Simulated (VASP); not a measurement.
# MgB2 (Cm) in VASP: single point with PBEsol

Aim: the single point of MgB2 with PBEsol.

Everything below comes from runs of VASP 6.6.1. Logs are shortened: lines on timing, memory, paths and dates and some standing lists are left out, and cuts for length are marked.

## (1) The cell of the first run

Symmetry: Cm, No. 8, monoclinic system. The conventional cell has a = 5.736 Å, b = 3.012 Å, c = 3.487 Å, α = 90.00°, β = 95.07°, γ = 90.00°. Within 3.2 Å of Mg (site symmetry m) lie 12 B at 2.41 to 2.76 Å and 2 Mg at 3.01 Å. B (site symmetry m) has 3 B at 1.82 to 1.85 Å within 2.4 Å. B (site symmetry m) has 3 B at 1.82 to 1.85 Å within 2.4 Å.

## (2) Single point, PBEsol (strained and its atoms moved)

INCAR reads:

```
ALGO = Normal ; EDIFF = 1E-6
ENCUT = 520 ; GGA = PS
ISIF = 2 ; ISMEAR = 0
LASPH = T ; LCHARG = F
LREAL = F ; LWAVE = F
NBANDS = 11 ; NELM = 60
PREC = Accurate ; SIGMA = 0.1
```

KPOINTS reads:

```
k-points
0
Gamma
  14 14 10
```

POSCAR reads:

```
MgB2
1.0
    3.0122563889      0.0000000000      0.0000000000
   -1.5061281945      2.8655200173      0.1217221500
    0.0000000000      0.1605078800      3.4830844100
Mg B
1 2
Direct
    0.0050907273      0.0101814547     -0.0010254496
    0.3358042703      0.6716085405      0.5028328162
    0.6591050024      0.3182100048      0.4981926334
```

Potentials or basis: VASP PAW PBE potentials, release 64 (Mg, B).

Command:

```console
$ cat potpaw_PBE.64/Mg/POTCAR potpaw_PBE.64/B/POTCAR > POTCAR
$ mpirun -np 1 vasp_std > vasp.out
```

OUTCAR:

```text
EDIFF = 1E-6
   ENCUT = 520
   GGA = PS
   ISIF = 2
   ISMEAR = 0
   LASPH = T
   LREAL = F
   NELM = 60
   PREC = Accurate

 ion  position               nearest neighbor table
   1  0.005  0.010  0.999-   3 2.41   3 2.41   2 2.45   2 2.45   2 2.45   3 2.52   3 2.52   3 2.52
                             2 2.55   2 2.55   2 2.70   3 2.76
   2  0.336  0.672  0.503-   3 1.82   3 1.82   3 1.85   1 2.45   1 2.45   1 2.45   1 2.55   1 2.55
                             1 2.70
   3  0.659  0.318  0.498-   2 1.82   2 1.82   2 1.85   1 2.41   1 2.41   1 2.52   1 2.52   1 2.52
                             1 2.76

  LATTYP: Found a base centered monoclinic cell.
 ALAT       =     5.7362082429
 B/A-ratio  =     0.5251302361
 C/A-ratio  =     0.6078546266
 COS(beta)  =    -0.0883867279

  Lattice vectors:

 A1 = (  -1.5061281944,  -2.8655200173,  -0.1217221500)
 A2 = (   1.5061281945,  -2.8655200173,  -0.1217221500)
 A3 = (   0.0000000000,   0.1605078800,   3.4830844100)

Analysis of symmetry for initial positions (statically):
=====================================================================
 Subroutine PRICEL returns:
 Original cell was already a primitive cell.

 Routine SETGRP: Setting up the symmetry group for a
 base centered monoclinic supercell.

 Subroutine GETGRP returns: Found  2 space group operations
 (whereof  2 operations were pure point group operations)
 out of a pool of  4 trial point group operations.

The static configuration has the point symmetry C_1h.

Analysis of symmetry for dynamics (positions and initial velocities):
=====================================================================
 Subroutine PRICEL returns:
 Original cell was already a primitive cell.

 Routine SETGRP: Setting up the symmetry group for a
 base centered monoclinic supercell.

 Subroutine GETGRP returns: Found  2 space group operations
 (whereof  2 operations were pure point group operations)
 out of a pool of  4 trial point group operations.

The dynamic configuration has the point symmetry C_1h.

 Subroutine INISYM returns: Found  2 space group operations
 (whereof  2 operations are pure point group operations),
 and found     1 'primitive' translations

----------------------------------------------------------------------------------------

                                     Primitive cell

  volume of cell :      30.0060

  direct lattice vectors                    reciprocal lattice vectors
     3.012256389  0.000000000  0.000000000     0.331977053  0.174830627 -0.008056564
    -1.506128195  2.865520017  0.121722150     0.000000000  0.349661255 -0.016113129
     0.000000000  0.160507880  3.483084410     0.000000000 -0.012219491  0.287664956

  length of vectors
     3.012256389  3.239512832  3.486780720     0.375285785  0.350032321  0.287924370

  position of ions in fractional coordinates (direct lattice)
     0.005090727  0.010181455  0.998974550
     0.335804270  0.671608541  0.502832816
     0.659105002  0.318210005  0.498192633

  ion indices of the primitive-cell ions
   primitive index   ion index
                 1           1
                 2           2
                 3           3

----------------------------------------------------------------------------------------

 KPOINTS: k-points

Automatic generation of k-mesh.
 Grid dimensions read from file:
 generate k-points for:   14   14   10

 Generating k-lattice:

  Cartesian coordinates                     Fractional coordinates (reciprocal lattice)
     0.023712647  0.012487902 -0.000575469     0.071428571  0.000000000  0.000000000
     0.000000000  0.024975804 -0.001150938     0.000000000  0.071428571  0.000000000
     0.000000000 -0.001221949  0.028766496     0.000000000  0.000000000  0.100000000

  Length of vectors
     0.026806128  0.025002309  0.028792437

  Shift w.r.t. Gamma in fractional coordinates (k-lattice)
     0.000000000  0.000000000  0.000000000

 Subroutine IBZKPT returns following result:
 ===========================================

 Found    534 irreducible k-points:

 Following reciprocal coordinates:
            Coordinates               Weight
  0.000000  0.000000  0.000000      1.000000
  0.071429 -0.000000 -0.000000      4.000000
  0.142857  0.000000  0.000000      4.000000
  0.214286  0.000000 -0.000000      4.000000
  0.285714  0.000000 -0.000000      4.000000
  0.357143  0.000000  0.000000      4.000000
[... 16 lines left out ...]
  0.071429  0.142857 -0.000000      4.000000
  0.142857  0.142857  0.000000      4.000000
 [... further k-points ...]
   k-points           NKPTS =    534   k-points in BZ     NKDIM =    534   number of bands    NBANDS=     11
   number of dos      NEDOS =    301   number of ions     NIONS =      3
   total plane-waves  NPLWV =  16128
   dimension x,y,z NGX =    24 NGY =   24 NGZ =   28
   dimension x,y,z NGXF=    48 NGYF=   48 NGZF=   56
   ions per type =               1   2
   NGX,Y,Z   is equivalent  to a cutoff of  13.25, 12.32, 13.35 a.u.
   NGXF,Y,Z  is equivalent  to a cutoff of  26.49, 24.63, 26.70 a.u.
 SYSTEM =  unknown system
   PREC   = accura    normal or accurate (medium, high low for compatibility)
   ISTART =      0    job   : 0-new  1-cont  2-samecut
   ICHARG =      2    charge: 1-file 2-atom 10-const
   ISPIN  =      1    spin polarized calculation?
   LNONCOLLINEAR =      F non collinear calculations
   LSORBIT =      F    spin-orbit coupling
   LASPH  =      T    aspherical Exc in radial PAW
   ENCUT  =  520.0 eV  38.22 Ry    6.18 a.u.   5.60  6.02  6.48*2*pi/ulx,y,z
   NELM   =     60;   NELMIN=  2; NELMDL= -5     # of ELM steps
   EDIFF  = 0.1E-05   stopping-criterion for ELM
   LREAL  =      F    real-space projection
   EDIFFG = 0.1E-04   stopping-criterion for IOM
   NSW    =      0    number of steps for IOM
   IBRION =     -1    ionic relax: 0-MD 1-quasi-New 2-CG
   NFREE  =      0    steps in history (QN), initial steepest desc. (CG)
   ISIF   =      2    stress and relaxation
   ISYM   =      2    0-nonsym 1-usesym 2-fastsym
   POTIM  = 0.5000    time-step for ionic-motion
   TEBEG  =    0.0;   TEEND  =   0.0 temperature during run
   PSTRESS=    0.0 pullay stress
   NELECT =       8.0000    total number of electrons
   NUPDOWN=      -1.0000    fix difference up-down
   EMIN   =  10.00;   EMAX   =-10.00  energy-range for DOS
   EFERMI =   0.00;   METHOD = LEGACY
   ISMEAR =     0;   SIGMA  =   0.10  broadening in eV -4-tet -1-fermi 0-gaus
   EFERMI_NEDOS =   21; number of points for ismear=-14 and -15
   IALGO  =     38    algorithm
   IMIX   =      4    mixing-type and parameters
     AMIX     =   0.40;   BMIX     =  1.00
     AMIX_MAG =   1.60;   BMIX_MAG =  1.00
  volume/ion in A,a.u.               =      10.00        67.50
  Fermi-wavevector in a.u.,A,eV,Ry     =   1.053664  1.991136 15.105286  1.110207
  Thomas-Fermi vector in A             =   2.188794
   LORBIT       =      0    0 simple, 1 ext, 2 COOP (PROOUT), +10 PAW based schemes
   GGA     = PS    functional components
   LHFCALC =     F    Hartree Fock is set to
   AEXX    =    0.0000 exact exchange contribution
   IVDW    =     0    specifies the selected vdW correction
   LEPSILON=     F    determine dielectric tensor
   LRPA    =     F    only Hartree local field effects (RPA)
 non-spin polarized calculation
 Gauss-broadening in eV      SIGMA  =   0.10
  energy-cutoff  :      520.00
  volume of cell :       30.01
 maximum number of plane-waves:       825
   NGX = 11   NGY = 11   NGZ = 13

 number of electron       8.0000000 magnetization

 Free energy of the ion-electron system (eV)
  ---------------------------------------------------
  ext. energy  EPLUGINS =         0.00000000
  ---------------------------------------------------
  free energy    TOTEN  =       -15.96431684 eV

  energy without entropy =      -15.96082767  energy(sigma->0) =      -15.96257226

 E-fermi :   4.9873     XC(G=0): -10.8778

 val. band max:        4.9867421033   @ k =   0.4286   0.2143   0.3000
 cond. band min:       4.9922115275   @ k =  -0.1429   0.0714   0.5000
 fundamental gap:      0.0054694241
 Fermi energy:         4.9872747002

 k-point     1 :       0.0000    0.0000    0.0000
  band No.  band energies     occupation
      1      -7.2293      2.00000
      2       2.4665      2.00000
      3       4.4492      2.00000
      4       5.8250      0.00000
      5       7.1326      0.00000
      6       9.9283      0.00000
      7      11.0051      0.00000
      8      12.8749      0.00000
      9      13.8342      0.00000
     10      16.9114      0.00000
     11      20.3215      0.00000

 k-point     2 :       0.0714   -0.0000   -0.0000
  band No.  band energies     occupation
      1      -7.1397      2.00000
      2       2.5499      2.00000
      3       4.2391      2.00000
      4       5.3882      0.00000
      5       7.2080      0.00000
      6      10.0942      0.00000
      7      10.9368      0.00000
      8      13.2113      0.00000
      9      13.6339      0.00000
     10      17.4439      0.00000
     11      19.9704      0.00000

 k-point     3 :       0.1429    0.0000    0.0000
  band No.  band energies     occupation
      1      -6.8717      2.00000
      2       2.7980      2.00000
      3       3.6433      2.00000
      4       4.4082      2.00000
      5       7.4326      0.00000
      6       9.9319      0.00000
      7      11.4285      0.00000
      8      12.9972      0.00000
      9      14.0791      0.00000
     10      18.7452      0.00000
     11      19.1548      0.00000
[... 267 lines left out ...]
 k-point    23 :       0.0714    0.1429   -0.0000
  band No.  band energies     occupation
      1      -6.6764      2.00000
      2       2.1867      2.00000
      3       2.9822      2.00000
      4       4.5518      2.00000
      5       7.6527      0.00000
      6      11.3195      0.00000
      7      11.8292      0.00000
      8      12.3962      0.00000
      9      13.5293      0.00000
     10      18.2425      0.00000
     11      18.9249      0.00000

 k-point    24 :       0.1429    0.1429    0.0000
  band No.  band energies     occupation
      1      -6.2579      2.00000
      2       1.5670      2.00000
      3       3.3132      2.00000
      4       3.3980      2.00000
      5       8.0716      0.00000
      6      11.0301      0.00000
      7      11.2890      0.00000
      8      13.0187      0.00000
      9      14.4139      0.00000
     10      17.3387      0.00000
     11      18.7158      0.00000

 [... further k-points ...]
[... 5 lines left out ...]
  --------------------------------------------------------------------------------------
  -------------------------------------------------------------------------------------
  Total        0.3168265     -5.2938687      0.4933179      0.0000000     -1.0613959      0.0000000
  in kB       16.9170133   -282.6671404     26.3408054      0.0000000    -56.6734394      0.0000000
  external PRESSURE =     -79.8031072 kB  Pullay stress =       0.0000000 kB

 VOLUME and BASIS-vectors are now :
 -----------------------------------------------------------------------------
  energy-cutoff  :      520.00
  volume of cell :       30.01
      direct lattice vectors                 reciprocal lattice vectors
     3.012256389  0.000000000  0.000000000     0.331977053  0.174830627 -0.008056564
    -1.506128195  2.865520017  0.121722150     0.000000000  0.349661255 -0.016113129
     0.000000000  0.160507880  3.483084410     0.000000000 -0.012219491  0.287664956

 POSITION                                       TOTAL-FORCE (eV/Angst)
 -----------------------------------------------------------------------------------
     -0.00000      0.18952      3.48075         0.000000     -0.174935      0.115618
      0.00000      2.00522      1.83316         0.000000     -0.148798     -0.092604
      1.50613      0.99180      1.77398        -0.000000      0.323733     -0.023014
 -----------------------------------------------------------------------------------
    total drift:                                0.000000     -0.000024      0.000006

  FREE ENERGIE OF THE ION-ELECTRON SYSTEM (eV)
  ---------------------------------------------------
  free  energy   TOTEN  =       -15.9643168427 eV

  energy  without entropy=      -15.9608276701  energy(sigma->0) =      -15.96257226
```

Wall time 85 s (1 thread of Intel Xeon Platinum 8488C (Sapphire Rapids), shared host); peak memory 0.3 GiB.

What came out:

```yaml
Free_energy: -15.9643 eV
Pressure: -8.0 GPa
Largest_force: 0.325 eV/Å
Band_gap_on_the_k_mesh: zero (band 4 reaches 6.46 eV, above the bottom of band 5 at 3.30 eV)
```

Forces in eV/Å, atoms in the order of the input:
```
Mg   0.000 -0.175  0.116
B    0.000 -0.149 -0.093
B    0.000  0.324 -0.023
```

Caveat: the cell differs from its parent crystal (strained and its atoms moved); the PAW data sets were made with another functional, which shifts forces and pressure a little.
